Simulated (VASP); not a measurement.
# WS2 (P6_3/mmc) in VASP: further runs

Runs on WS2. Level: PBE. Tasks: single point.

Everything below comes from runs of VASP 6.6.1. Logs are shortened: lines on timing, memory, paths and dates and some standing lists are left out, and cuts for length are marked.

## (1) The cell of the first run

The structure is hexagonal, space group P6_3/mmc (No. 194). The conventional cell has a = 3.170 Å, b = 3.170 Å, c = 12.741 Å, α = 90.00°, β = 90.00°, γ = 120.00°. W (site symmetry -6m2) has 6 S at 2.41 Å and 6 W at 3.17 Å within 3.2 Å. S (site symmetry 3m) has 3 W at 2.41 Å and 7 S at 3.13 to 3.17 Å within 3.2 Å.

## (2) Single point, PBE (uniaxial z strain +2.0%)

Input file INCAR:

```
SYSTEM = WS2
  PREC = Accurate
  ENCUT = 500
  EDIFF = 1E-6
  ISMEAR = -1
  SIGMA = 0.02
  LREAL = .FALSE.
  LASPH = .TRUE.
  NELM = 120
  ALGO = Normal
  ISIF = 2
  LWAVE = .FALSE.
  LCHARG = .FALSE.
  GGA = PE
  NBANDS = 35
  GGA_COMPAT = .FALSE.
```

Input file KPOINTS:

```
regular mesh
0
G
  12 12 2
  0 0 0
```

Input file POSCAR:

```
WS2
1.0
    3.1699462934      0.0000000000      0.0000000000
   -1.5849731467      2.7452540187      0.0000000000
    0.0000000000      0.0000000000     12.7408919635
W S
2 4
Direct
    0.3333333333      0.6666666667      0.2500000000
    0.6666666667      0.3333333333      0.7500000000
    0.6666666667      0.3333333333      0.3727860666
    0.6666666667      0.3333333333      0.1272139334
    0.3333333333      0.6666666667      0.8727860666
    0.3333333333      0.6666666667      0.6272139334
```

Potentials or basis: VASP PAW PBE potentials, release 64 (W_sv, S).

Launch:

```
cat potpaw_PBE.64/W_sv/POTCAR potpaw_PBE.64/S/POTCAR > POTCAR
mpirun -np 1 vasp_std > vasp.out
```

OUTCAR:

```text
SYSTEM = WS2
   PREC = Accurate
   ENCUT = 500
   EDIFF = 1E-6
   ISMEAR = -1
   LREAL = .FALSE.
   LASPH = .TRUE.
   NELM = 120
   ISIF = 2
   GGA = PE

 ion  position               nearest neighbor table
   1  0.333  0.667  0.250-   3 2.41   4 2.41   3 2.41   4 2.41   3 2.41   4 2.41
   2  0.667  0.333  0.750-   5 2.41   6 2.41   5 2.41   6 2.41   5 2.41   6 2.41
   3  0.667  0.333  0.373-   1 2.41   1 2.41   1 2.41
   4  0.667  0.333  0.127-   1 2.41   1 2.41   1 2.41
   5  0.333  0.667  0.873-   2 2.41   2 2.41   2 2.41
   6  0.333  0.667  0.627-   2 2.41   2 2.41   2 2.41

  LATTYP: Found a hexagonal cell.
 ALAT       =     3.1699462934
 C/A-ratio  =     4.0192769165

  Lattice vectors:

 A1 = (   3.1699462934,   0.0000000000,   0.0000000000)
 A2 = (  -1.5849731467,   2.7452540187,   0.0000000000)
 A3 = (   0.0000000000,   0.0000000000,  12.7408919635)

Analysis of symmetry for initial positions (statically):
=====================================================================
 Subroutine PRICEL returns:
 Original cell was already a primitive cell.

 Routine SETGRP: Setting up the symmetry group for a
 hexagonal supercell.

 Subroutine GETGRP returns: Found 24 space group operations
 (whereof 12 operations were pure point group operations)
 out of a pool of 24 trial point group operations.

The static configuration has the point symmetry D_3d.
 The point group associated with its full space group is D_6h.

Analysis of symmetry for dynamics (positions and initial velocities):
=====================================================================
 Subroutine PRICEL returns:
 Original cell was already a primitive cell.

 Routine SETGRP: Setting up the symmetry group for a
 hexagonal supercell.

 Subroutine GETGRP returns: Found 24 space group operations
 (whereof 12 operations were pure point group operations)
 out of a pool of 24 trial point group operations.

The dynamic configuration has the point symmetry D_3d.
 The point group associated with its full space group is D_6h.

 Subroutine INISYM returns: Found 24 space group operations
 (whereof 12 operations are pure point group operations),
 and found     1 'primitive' translations

----------------------------------------------------------------------------------------

                                     Primitive cell

  volume of cell :     110.8752

  direct lattice vectors                    reciprocal lattice vectors
     3.169946293  0.000000000  0.000000000     0.315462758  0.182132508  0.000000000
    -1.584973147  2.745254019  0.000000000     0.000000000  0.364265016  0.000000000
     0.000000000  0.000000000 12.740891963     0.000000000  0.000000000  0.078487441

  length of vectors
     3.169946293  3.169946293 12.740891963     0.364265016  0.364265016  0.078487441

  position of ions in fractional coordinates (direct lattice)
     0.333333333  0.666666667  0.250000000
     0.666666667  0.333333333  0.750000000
     0.666666667  0.333333333  0.372786067
     0.666666667  0.333333333  0.127213933
     0.333333333  0.666666667  0.872786067
     0.333333333  0.666666667  0.627213933

  ion indices of the primitive-cell ions
   primitive index   ion index
                 1           1
                 2           2
                 3           3
                 4           4
                 5           5
                 6           6

----------------------------------------------------------------------------------------

 KPOINTS: regular mesh

Automatic generation of k-mesh.
 Grid dimensions read from file:
 generate k-points for:   12   12    2

 Generating k-lattice:

  Cartesian coordinates                     Fractional coordinates (reciprocal lattice)
     0.026288563  0.015177709  0.000000000     0.083333333  0.000000000  0.000000000
     0.000000000  0.030355418  0.000000000     0.000000000  0.083333333  0.000000000
     0.000000000  0.000000000  0.039243720     0.000000000  0.000000000  0.500000000

  Length of vectors
     0.030355418  0.030355418  0.039243720

  Shift w.r.t. Gamma in fractional coordinates (k-lattice)
     0.000000000  0.000000000  0.000000000

 Subroutine IBZKPT returns following result:
 ===========================================

 Found     38 irreducible k-points:

 Following reciprocal coordinates:
            Coordinates               Weight
  0.000000  0.000000  0.000000      1.000000
  0.083333  0.000000  0.000000      6.000000
  0.166667  0.000000  0.000000      6.000000
  0.250000  0.000000  0.000000      6.000000
  0.333333  0.000000  0.000000      6.000000
  0.416667  0.000000  0.000000      6.000000
[... 16 lines left out ...]
  0.250000  0.000000  0.500000      6.000000
  0.333333  0.000000  0.500000      6.000000
 [... further k-points ...]
   k-points           NKPTS =     38   k-points in BZ     NKDIM =     38   number of bands    NBANDS=     35
   number of dos      NEDOS =    301   number of ions     NIONS =      6
   total plane-waves  NPLWV =  55296
   dimension x,y,z NGX =    24 NGY =   24 NGZ =   96
   dimension x,y,z NGXF=    48 NGYF=   48 NGZF=  192
   ions per type =               2   4
   NGX,Y,Z   is equivalent  to a cutoff of  12.59, 12.59, 12.53 a.u.
   NGXF,Y,Z  is equivalent  to a cutoff of  25.17, 25.17, 25.05 a.u.
 SYSTEM =  WS2
   PREC   = accura    normal or accurate (medium, high low for compatibility)
   ISTART =      0    job   : 0-new  1-cont  2-samecut
   ICHARG =      2    charge: 1-file 2-atom 10-const
   ISPIN  =      1    spin polarized calculation?
   LNONCOLLINEAR =      F non collinear calculations
   LSORBIT =      F    spin-orbit coupling
   LASPH  =      T    aspherical Exc in radial PAW
   ENCUT  =  500.0 eV  36.75 Ry    6.06 a.u.   5.78  5.78 23.23*2*pi/ulx,y,z
   NELM   =    120;   NELMIN=  2; NELMDL= -5     # of ELM steps
   EDIFF  = 0.1E-05   stopping-criterion for ELM
   LREAL  =      F    real-space projection
   EDIFFG = 0.1E-04   stopping-criterion for IOM
   NSW    =      0    number of steps for IOM
   IBRION =     -1    ionic relax: 0-MD 1-quasi-New 2-CG
   NFREE  =      0    steps in history (QN), initial steepest desc. (CG)
   ISIF   =      2    stress and relaxation
   ISYM   =      2    0-nonsym 1-usesym 2-fastsym
   POTIM  = 0.5000    time-step for ionic-motion
   TEBEG  =    0.0;   TEEND  =   0.0 temperature during run
   PSTRESS=    0.0 pullay stress
   NELECT =      52.0000    total number of electrons
   NUPDOWN=      -1.0000    fix difference up-down
   EMIN   =  10.00;   EMAX   =-10.00  energy-range for DOS
   EFERMI =   0.00;   METHOD = LEGACY
   ISMEAR =    -1;   SIGMA  =   0.02  broadening in eV -4-tet -1-fermi 0-gaus
   EFERMI_NEDOS =   21; number of points for ismear=-14 and -15
   IALGO  =     38    algorithm
   IMIX   =      4    mixing-type and parameters
     AMIX     =   0.40;   BMIX     =  1.00
     AMIX_MAG =   1.60;   BMIX_MAG =  1.00
  volume/ion in A,a.u.               =      18.48       124.70
  Fermi-wavevector in a.u.,A,eV,Ry     =   1.271934  2.403606 22.011719  1.617816
  Thomas-Fermi vector in A             =   2.404840
   LORBIT       =      0    0 simple, 1 ext, 2 COOP (PROOUT), +10 PAW based schemes
   GGA     = PE    functional components
   LHFCALC =     F    Hartree Fock is set to
   AEXX    =    0.0000 exact exchange contribution
   IVDW    =     0    specifies the selected vdW correction
   LEPSILON=     F    determine dielectric tensor
   LRPA    =     F    only Hartree local field effects (RPA)
 non-spin polarized calculation
  energy-cutoff  :      500.00
  volume of cell :      110.88
 maximum number of plane-waves:      2848
 NGX is ok and might be reduce to    24
   NGX = 11   NGY = 11   NGZ = 47

 number of electron      51.9999994 magnetization

 Free energy of the ion-electron system (eV)
  ---------------------------------------------------
  ext. energy  EPLUGINS =         0.00000000
  ---------------------------------------------------
  free energy    TOTEN  =       -47.29796913 eV

  energy without entropy =      -47.29796913  energy(sigma->0) =      -47.29796913

 E-fermi :   7.2557     XC(G=0): -10.6671

 val. band max:        6.8773411529   @ k =   0.0000   0.0000   0.0000
 cond. band min:       8.0363640732   @ k =   0.1667   0.1667   0.0000
 fundamental gap:      1.1590229203
 Fermi energy:         7.2556544768

 k-point     1 :       0.0000    0.0000    0.0000
  band No.  band energies     occupation
      1     -67.6614      2.00000
      2     -67.6614      2.00000
      3     -31.9089      2.00000
      4     -31.9089      2.00000
      5     -31.7489      2.00000
      6     -31.7489      2.00000
[... 27 lines left out ...]
     34       9.4735      0.00000
     35      11.6346      0.00000

 k-point     2 :       0.0833    0.0000    0.0000
  band No.  band energies     occupation
      1     -67.6602      2.00000
      2     -67.6602      2.00000
      3     -31.9046      2.00000
      4     -31.9046      2.00000
      5     -31.7727      2.00000
      6     -31.7727      2.00000
[... 27 lines left out ...]
     34       9.4857      0.00000
     35      12.1685      0.00000

 k-point     3 :       0.1667    0.0000    0.0000
  band No.  band energies     occupation
      1     -67.6569      2.00000
      2     -67.6569      2.00000
      3     -31.8929      2.00000
      4     -31.8929      2.00000
      5     -31.8374      2.00000
      6     -31.8374      2.00000
[... 27 lines left out ...]
     34      10.0106      0.00000
     35      13.2256      0.00000
[... 723 lines left out ...]
 k-point    23 :       0.2500    0.0000    0.5000
  band No.  band energies     occupation
      1     -67.6525      2.00000
      2     -67.6525      2.00000
      3     -31.9245      2.00000
      4     -31.9245      2.00000
      5     -31.8768      2.00000
      6     -31.8768      2.00000
[... 27 lines left out ...]
     34      10.4854      0.00000
     35      13.6421      0.00000

 k-point    24 :       0.3333    0.0000    0.5000
  band No.  band energies     occupation
      1     -67.6481      2.00000
      2     -67.6481      2.00000
      3     -32.0103      2.00000
      4     -32.0103      2.00000
      5     -31.8607      2.00000
      6     -31.8607      2.00000
[... 27 lines left out ...]
     34      10.8535      0.00000
     35      12.9660      0.00000

 [... further k-points ...]
[... 5 lines left out ...]
  --------------------------------------------------------------------------------------
  -------------------------------------------------------------------------------------
  Total        1.7758662      1.7758662      2.3159305     -0.0000000      0.0000000      0.0000000
  in kB       25.6617665     25.6617665     33.4658477     -0.0000000      0.0000000      0.0000000
  external PRESSURE =      28.2631269 kB  Pullay stress =       0.0000000 kB

 VOLUME and BASIS-vectors are now :
 -----------------------------------------------------------------------------
  energy-cutoff  :      500.00
  volume of cell :      110.88
      direct lattice vectors                 reciprocal lattice vectors
     3.169946293  0.000000000  0.000000000     0.315462758  0.182132508  0.000000000
    -1.584973147  2.745254019  0.000000000     0.000000000  0.364265016  0.000000000
     0.000000000  0.000000000 12.740891963     0.000000000  0.000000000  0.078487441

 POSITION                                       TOTAL-FORCE (eV/Angst)
 -----------------------------------------------------------------------------------
     -0.00000      1.83017      3.18522        -0.000000      0.000000      0.000000
      1.58497      0.91508      9.55567         0.000000      0.000000      0.000000
      1.58497      0.91508      4.74963         0.000000      0.000000      0.195217
      1.58497      0.91508      1.62082        -0.000000      0.000000     -0.195217
     -0.00000      1.83017     11.12007        -0.000000      0.000000      0.195217
     -0.00000      1.83017      7.99126        -0.000000     -0.000000     -0.195217
 -----------------------------------------------------------------------------------
    total drift:                                0.000000     -0.000000      0.000000

  FREE ENERGIE OF THE ION-ELECTRON SYSTEM (eV)
  ---------------------------------------------------
  free  energy   TOTEN  =       -47.2979691304 eV

  energy  without entropy=      -47.2979691303  energy(sigma->0) =      -47.29796913
```

It took 56 s on 1 thread of Intel Xeon 6975P-C (Granite Rapids), shared host; peak memory 0.28 GiB.

Results:

```yaml
Free_energy: -47.2980 eV
Pressure: 2.8 GPa
Largest_force: 0.195 eV/Å
Band_gap_on_the_k_mesh: 1.16 eV, indirect (least direct gap 1.79 eV)
```

Forces on the atoms (eV/Å):
```
W    0.000  0.000  0.000
W    0.000  0.000  0.000
S    0.000  0.000  0.195
S    0.000  0.000 -0.195
S    0.000  0.000  0.195
S    0.000  0.000 -0.195
```

Stress tensor (GPa, compression positive):
```
2.57 0.00 0.00
0.00 2.57 0.00
0.00 0.00 3.35
```

Caveat: the cell differs from its parent crystal (uniaxial z strain +2.0%); spin-orbit coupling is left out, which moves the levels of the heavy elements; this functional lacks dispersion, which binds the layers, so the pressure and a relaxed spacing across them are unreliable.

## (3) Single point, PBE (uniaxial z strain +3.0%)

Input file INCAR:

```
SYSTEM = WS2
PREC = Accurate
ENCUT = 500
EDIFF = 1E-6
ISMEAR = -1
SIGMA = 0.02
LREAL = .False.
LASPH = .True.
NELM = 120
ALGO = Normal
ISIF = 2
LWAVE = .False.
LCHARG = .False.
GGA = PE
NBANDS = 35
GGA_COMPAT = .False.
```

Input file KPOINTS:

```
Automatic mesh
0
Gamma
  12 12 2
  0 0 0
```

Input file POSCAR:

```
WS2
1.0
    3.1699462934      0.0000000000      0.0000000000
   -1.5849731467      2.7452540187      0.0000000000
    0.0000000000      0.0000000000     12.8658026690
W S
2 4
Direct
    0.3333333333      0.6666666667      0.2500000000
    0.6666666667      0.3333333333      0.7500000000
    0.6666666667      0.3333333333      0.3716393713
    0.6666666667      0.3333333333      0.1283606287
    0.3333333333      0.6666666667      0.8716393713
    0.3333333333      0.6666666667      0.6283606287
```

Potentials or basis: VASP PAW PBE potentials, release 64 (W_sv, S).

Launch:

```
cat potpaw_PBE.64/W_sv/POTCAR potpaw_PBE.64/S/POTCAR > POTCAR
mpirun -np 1 vasp_std > vasp.out
```

Run time: 52 s. Hardware: 1 thread of Intel Xeon 6975P-C (Granite Rapids), shared host; peak memory 0.27 GiB.

Results (log left out):

```
Free energy            : -47.3086 eV
Pressure               : 2.7 GPa
Largest force          : 0.195 eV/Å
Band gap on the k mesh : 1.21 eV, indirect (least direct gap 1.80 eV)
```

Forces in eV/Å, atoms in the order of the input:
```
W    0.000  0.000  0.000
W    0.000  0.000  0.000
S    0.000  0.000  0.195
S    0.000  0.000 -0.195
S    0.000  0.000  0.195
S    0.000  0.000 -0.195
```

Stress tensor (GPa, compression positive):
```
2.48 0.00 0.00
0.00 2.48 0.00
0.00 0.00 3.04
```

Levels at points of the mesh, in eV from the valence-band top:
```tsv
k point	band 23	band 24	band 25	band 26	band 27	band 28	band 29	band 30
(0.00, 0.00, 0.00)	-2.12	-1.70	-0.97	0.00	2.41	2.41	2.41	2.41
(0.50, 0.00, 0.00)	-1.83	-1.72	-1.52	-1.41	2.39	2.41	2.74	2.94
(0.00, 0.00, 0.50)	-2.13	-2.13	-0.30	-0.30	2.41	2.41	2.41	2.41
(0.50, 0.00, 0.50)	-1.78	-1.78	-1.46	-1.46	2.40	2.40	2.85	2.85
```

Caveat: the cell differs from its parent crystal (uniaxial z strain +3.0%); spin-orbit coupling is left out, which moves the levels of the heavy elements; this functional lacks dispersion, which binds the layers, so the pressure and a relaxed spacing across them are unreliable.
